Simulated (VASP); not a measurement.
# Cs (Fm-3m) in VASP: single point with r2SCAN

Aim: the single point of Cs with r2SCAN.

Everything below comes from runs of VASP 6.6.1. Logs are shortened: lines on timing, memory, paths and dates and some standing lists are left out, and cuts for length are marked.

### 1 The cell of the first run

The structure is cubic, space group Fm-3m (No. 225). Conventional cell: a = 7.897 Å, b = 7.897 Å, c = 7.897 Å, α = 90.00°, β = 90.00°, γ = 90.00°.

### 2 Single point, r2SCAN

The input, POSCAR:

```
Cs
1.0
    0.0000000000      3.9483357400      3.9483357400
    3.9483357400      0.0000000000      3.9483357400
    3.9483357400      3.9483357400      0.0000000000
Cs
1
Direct
    0.0000000000      0.0000000000      0.0000000000
```

The input, INCAR.step1:

```
ALGO = Normal ; EDIFF = 1E-4
ENCUT = 520 ; GGA = PE
ISMEAR = 0 ; LASPH = T
LCHARG = F ; LREAL = F
LWAVE = T ; NBANDS = 10
NELM = 60 ; PREC = Accurate
SIGMA = 0.1
```

The input, INCAR.step2:

```
ALGO = Normal ; EDIFF = 1E-6
ENCUT = 520 ; ISIF = 2
ISMEAR = 0 ; ISTART = 1
LASPH = T ; LCHARG = T
LELF = T ; LMIXTAU = T
LREAL = F ; LVHAR = T
LWAVE = F ; METAGGA = R2SCAN
NBANDS = 10 ; NELM = 60
PREC = Accurate ; SIGMA = 0.1
```

The input, KPOINTS:

```
k-points
0
Gamma
  10 10 10
```

Potentials or basis: VASP PAW PBE potentials, release 64 (Cs_sv).

Launch:

```console
cat potpaw_PBE.64/Cs_sv/POTCAR > POTCAR
cp INCAR.step1 INCAR
mpirun -np 1 vasp_std > vasp.out
cp INCAR.step2 INCAR
mpirun -np 1 vasp_std > vasp.out
```

OUTCAR:

```text
EDIFF = 1E-6
   ENCUT = 520
   ISIF = 2
   ISMEAR = 0
   ISTART = 1
   LASPH = T
   LREAL = F
   METAGGA = R2SCAN
   NELM = 60
   PREC = Accurate

 ion  position               nearest neighbor table
   1  0.000  0.000  0.000-

  LATTYP: Found a face centered cubic cell.
 ALAT       =     7.8966714800

  Lattice vectors:

 A1 = (   0.0000000000,   3.9483357400,   3.9483357400)
 A2 = (   3.9483357400,   0.0000000000,   3.9483357400)
 A3 = (   3.9483357400,   3.9483357400,   0.0000000000)

Analysis of symmetry for initial positions (statically):
=====================================================================
 Subroutine PRICEL returns:
 Original cell was already a primitive cell.

 Routine SETGRP: Setting up the symmetry group for a
 face centered cubic supercell.

 Subroutine GETGRP returns: Found 48 space group operations
 (whereof 48 operations were pure point group operations)
 out of a pool of 48 trial point group operations.

The static configuration has the point symmetry O_h .

Analysis of symmetry for dynamics (positions and initial velocities):
=====================================================================
 Subroutine PRICEL returns:
 Original cell was already a primitive cell.

 Routine SETGRP: Setting up the symmetry group for a
 face centered cubic supercell.

 Subroutine GETGRP returns: Found 48 space group operations
 (whereof 48 operations were pure point group operations)
 out of a pool of 48 trial point group operations.

The dynamic configuration has the point symmetry O_h .

 Subroutine INISYM returns: Found 48 space group operations
 (whereof 48 operations are pure point group operations),
 and found     1 'primitive' translations

----------------------------------------------------------------------------------------

                                     Primitive cell

  volume of cell :     123.1040

  direct lattice vectors                    reciprocal lattice vectors
     0.000000000  3.948335740  3.948335740    -0.126635634  0.126635634  0.126635634
     3.948335740  0.000000000  3.948335740     0.126635634 -0.126635634  0.126635634
     3.948335740  3.948335740  0.000000000     0.126635634  0.126635634 -0.126635634

  length of vectors
     5.583789952  5.583789952  5.583789952     0.219339352  0.219339352  0.219339352

  position of ions in fractional coordinates (direct lattice)
     0.000000000  0.000000000  0.000000000

  ion indices of the primitive-cell ions
   primitive index   ion index
                 1           1

----------------------------------------------------------------------------------------

 KPOINTS: k-points

Automatic generation of k-mesh.
 Grid dimensions read from file:
 generate k-points for:   10   10   10

 Generating k-lattice:

  Cartesian coordinates                     Fractional coordinates (reciprocal lattice)
    -0.012663563  0.012663563  0.012663563     0.100000000  0.000000000  0.000000000
     0.012663563 -0.012663563  0.012663563     0.000000000  0.100000000  0.000000000
     0.012663563  0.012663563 -0.012663563     0.000000000  0.000000000  0.100000000

  Length of vectors
     0.021933935  0.021933935  0.021933935

  Shift w.r.t. Gamma in fractional coordinates (k-lattice)
     0.000000000  0.000000000  0.000000000

 Subroutine IBZKPT returns following result:
 ===========================================

 Found     47 irreducible k-points:

 Following reciprocal coordinates:
            Coordinates               Weight
  0.000000  0.000000  0.000000      1.000000
  0.100000  0.000000  0.000000      8.000000
  0.200000  0.000000  0.000000      8.000000
  0.300000  0.000000  0.000000      8.000000
  0.400000  0.000000  0.000000      8.000000
  0.500000  0.000000  0.000000      4.000000
[... 16 lines left out ...]
  0.300000  0.300000  0.000000      6.000000
  0.400000  0.300000  0.000000     24.000000
 [... further k-points ...]
   k-points           NKPTS =     47   k-points in BZ     NKDIM =     47   number of bands    NBANDS=     10
   number of dos      NEDOS =    301   number of ions     NIONS =      1
   total plane-waves  NPLWV =  74088
   dimension x,y,z NGX =    42 NGY =   42 NGZ =   42
   dimension x,y,z NGXF=    84 NGYF=   84 NGZF=   84
   ions per type =               1
   NGX,Y,Z   is equivalent  to a cutoff of  12.50, 12.50, 12.50 a.u.
   NGXF,Y,Z  is equivalent  to a cutoff of  25.01, 25.01, 25.01 a.u.
 SYSTEM =  unknown system
   PREC   = accura    normal or accurate (medium, high low for compatibility)
   ISTART =      1    job   : 0-new  1-cont  2-samecut
   ICHARG =      0    charge: 1-file 2-atom 10-const
   ISPIN  =      1    spin polarized calculation?
   LNONCOLLINEAR =      F non collinear calculations
   LSORBIT =      F    spin-orbit coupling
   LASPH  =      T    aspherical Exc in radial PAW
   ENCUT  =  520.0 eV  38.22 Ry    6.18 a.u.  10.38 10.38 10.38*2*pi/ulx,y,z
   NELM   =     60;   NELMIN=  2; NELMDL=  0     # of ELM steps
   EDIFF  = 0.1E-05   stopping-criterion for ELM
   LREAL  =      F    real-space projection
   EDIFFG = 0.1E-04   stopping-criterion for IOM
   NSW    =      0    number of steps for IOM
   IBRION =     -1    ionic relax: 0-MD 1-quasi-New 2-CG
   NFREE  =      0    steps in history (QN), initial steepest desc. (CG)
   ISIF   =      2    stress and relaxation
   ISYM   =      2    0-nonsym 1-usesym 2-fastsym
   POTIM  = 0.5000    time-step for ionic-motion
   TEBEG  =    0.0;   TEEND  =   0.0 temperature during run
   PSTRESS=    0.0 pullay stress
   NELECT =       9.0000    total number of electrons
   NUPDOWN=      -1.0000    fix difference up-down
   EMIN   =  10.00;   EMAX   =-10.00  energy-range for DOS
   EFERMI =   0.00;   METHOD = LEGACY
   ISMEAR =     0;   SIGMA  =   0.10  broadening in eV -4-tet -1-fermi 0-gaus
   EFERMI_NEDOS =   21; number of points for ismear=-14 and -15
   IALGO  =     38    algorithm
   IMIX   =      4    mixing-type and parameters
     AMIX     =   0.40;   BMIX     =  1.00
     AMIX_MAG =   1.60;   BMIX_MAG =  1.00
  volume/ion in A,a.u.               =     123.10       830.75
  Fermi-wavevector in a.u.,A,eV,Ry     =   0.684539  1.293591  6.375605  0.468594
  Thomas-Fermi vector in A             =   1.764221
   LORBIT       =      0    0 simple, 1 ext, 2 COOP (PROOUT), +10 PAW based schemes
   METAGGA = R2SCAN    functional components
   LHFCALC =     F    Hartree Fock is set to
   AEXX    =    0.0000 exact exchange contribution
   IVDW    =     0    specifies the selected vdW correction
   LEPSILON=     F    determine dielectric tensor
   LRPA    =     F    only Hartree local field effects (RPA)
 non-spin polarized calculation
 Gauss-broadening in eV      SIGMA  =   0.10
  energy-cutoff  :      520.00
  volume of cell :      123.10
 maximum number of plane-waves:      3339
 NGX is ok and might be reduce to    42
   NGX = 21   NGY = 21   NGZ = 21

 number of electron       9.0000001 magnetization

 Free energy of the ion-electron system (eV)
  ---------------------------------------------------
  ext. energy  EPLUGINS =         0.00000000
  ---------------------------------------------------
  free energy    TOTEN  =       -25.01889901 eV

  energy without entropy =      -25.01233024  energy(sigma->0) =      -25.01561463

 E-fermi :   0.3647     XC(G=0):  -5.4644

 val. band max:        0.3598555019   @ k =   0.5000   0.3000   0.1000
 cond. band min:       0.3903481595   @ k =   0.4000   0.4000   0.0000
 fundamental gap:      0.0304926576
 Fermi energy:         0.3646973428

 k-point     1 :       0.0000    0.0000    0.0000
  band No.  band energies     occupation
      1     -24.4520      2.00000
      2     -10.8280      2.00000
      3     -10.8280      2.00000
      4     -10.8280      2.00000
      5      -1.3418      2.00000
      6       3.0896      0.00000
      7       3.0896      0.00000
      8       3.0896      0.00000
      9       4.1969      0.00000
     10       4.1969      0.00000

 k-point     2 :       0.1000    0.0000    0.0000
  band No.  band energies     occupation
      1     -24.4515      2.00000
      2     -10.8388      2.00000
      3     -10.8294      2.00000
      4     -10.8294      2.00000
      5      -1.2383      2.00000
      6       2.8553      0.00000
      7       3.1357      0.00000
      8       3.1357      0.00000
      9       4.0984      0.00000
     10       4.0984      0.00000

 k-point     3 :       0.2000    0.0000    0.0000
  band No.  band energies     occupation
      1     -24.4503      2.00000
      2     -10.8670      2.00000
      3     -10.8331      2.00000
      4     -10.8331      2.00000
      5      -0.9401      2.00000
      6       2.3817      0.00000
      7       3.1894      0.00000
      8       3.1894      0.00000
      9       4.0131      0.00000
     10       4.0131      0.00000

 k-point     4 :       0.3000    0.0000    0.0000
  band No.  band energies     occupation
      1     -24.4488      2.00000
      2     -10.9012      2.00000
      3     -10.8376      2.00000
      4     -10.8376      2.00000
      5      -0.4845      2.00000
      6       1.8702      0.00000
      7       3.1003      0.00000
      8       3.1003      0.00000
      9       4.2375      0.00000
     10       4.2375      0.00000

 k-point     5 :       0.4000    0.0000    0.0000
  band No.  band energies     occupation
      1     -24.4476      2.00000
      2     -10.9285      2.00000
      3     -10.8413      2.00000
      4     -10.8413      2.00000
      5       0.0584      1.99999
      6       1.3582      0.00000
      7       2.9731      0.00000
      8       2.9731      0.00000
      9       4.6693      0.00000
     10       4.6693      0.00000

 k-point     6 :       0.5000    0.0000    0.0000
  band No.  band energies     occupation
      1     -24.4471      2.00000
      2     -10.9388      2.00000
      3     -10.8427      2.00000
      4     -10.8427      2.00000
      5       0.4508      0.22346
      6       0.9918      0.00000
      7       2.9220      0.00000
      8       2.9220      0.00000
      9       4.9406      0.00000
     10       4.9407      0.00000
[... 183 lines left out ...]
 k-point    21 :      -0.3000    0.2000    0.0000
  band No.  band energies     occupation
      1     -24.4471      2.00000
      2     -10.9124      2.00000
      3     -10.8689      2.00000
      4     -10.8427      2.00000
      5       0.1792      1.99129
      6       1.6443      0.00000
      7       2.2214      0.00000
      8       3.2536      0.00000
      9       4.0826      0.00000
     10       4.9598      0.00000

 k-point    22 :      -0.2000    0.2000    0.0000
  band No.  band energies     occupation
      1     -24.4483      2.00000
      2     -10.8958      2.00000
      3     -10.8585      2.00000
      4     -10.8371      2.00000
      5      -0.3285      2.00000
      6       1.9923      0.00000
      7       2.4881      0.00000
      8       3.3869      0.00000
      9       3.6772      0.00000
     10       4.7594      0.00000

 k-point    23 :       0.3000    0.3000    0.0000
  band No.  band energies     occupation
      1     -24.4478      2.00000
      2     -10.8976      2.00000
      3     -10.8540      2.00000
      4     -10.8540      2.00000
      5      -0.2292      2.00000
      6       1.9166      0.00000
      7       2.4035      0.00000
      8       3.6404      0.00000
      9       3.6404      0.00000
     10       4.6503      0.00000

 k-point    24 :       0.4000    0.3000    0.0000
  band No.  band energies     occupation
      1     -24.4468      2.00000
      2     -10.9122      2.00000
      3     -10.8619      2.00000
      4     -10.8584      2.00000
      5       0.1475      1.99787
      6       1.7400      0.00000
      7       2.1099      0.00000
      8       3.7247      0.00000
      9       3.9038      0.00000
     10       4.8708      0.00000

 [... further k-points ...]
[... 5 lines left out ...]
  --------------------------------------------------------------------------------------
  -------------------------------------------------------------------------------------
  Total        0.0139397      0.0139397      0.0139397      0.0000000     -0.0000000      0.0000000
  in kB        0.1814222      0.1814222      0.1814222      0.0000000     -0.0000000      0.0000000
  external PRESSURE =       0.1814222 kB  Pullay stress =       0.0000000 kB

 VOLUME and BASIS-vectors are now :
 -----------------------------------------------------------------------------
  energy-cutoff  :      520.00
  volume of cell :      123.10
      direct lattice vectors                 reciprocal lattice vectors
     0.000000000  3.948335740  3.948335740    -0.126635634  0.126635634  0.126635634
     3.948335740  0.000000000  3.948335740     0.126635634 -0.126635634  0.126635634
     3.948335740  3.948335740  0.000000000     0.126635634  0.126635634 -0.126635634

 POSITION                                       TOTAL-FORCE (eV/Angst)
 -----------------------------------------------------------------------------------
      0.00000      0.00000      0.00000         0.000000      0.000000      0.000000
 -----------------------------------------------------------------------------------
    total drift:                                0.000000     -0.000000     -0.000000

  FREE ENERGIE OF THE ION-ELECTRON SYSTEM (eV)
  ---------------------------------------------------
  free  energy   TOTEN  =       -25.0188990106 eV

  energy  without entropy=      -25.0123302396  energy(sigma->0) =      -25.01561463
```

Wall time 2.2 min (1 thread of Intel Xeon 6975P-C (Granite Rapids), shared host); peak memory 0.31 GiB.

Results:

* Free energy: -25.0189 eV
* Pressure: 0.0 GPa

Caveat: the PAW data sets were made with another functional, which shifts forces and pressure a little; spin-orbit coupling is left out, which moves the levels of the heavy elements.
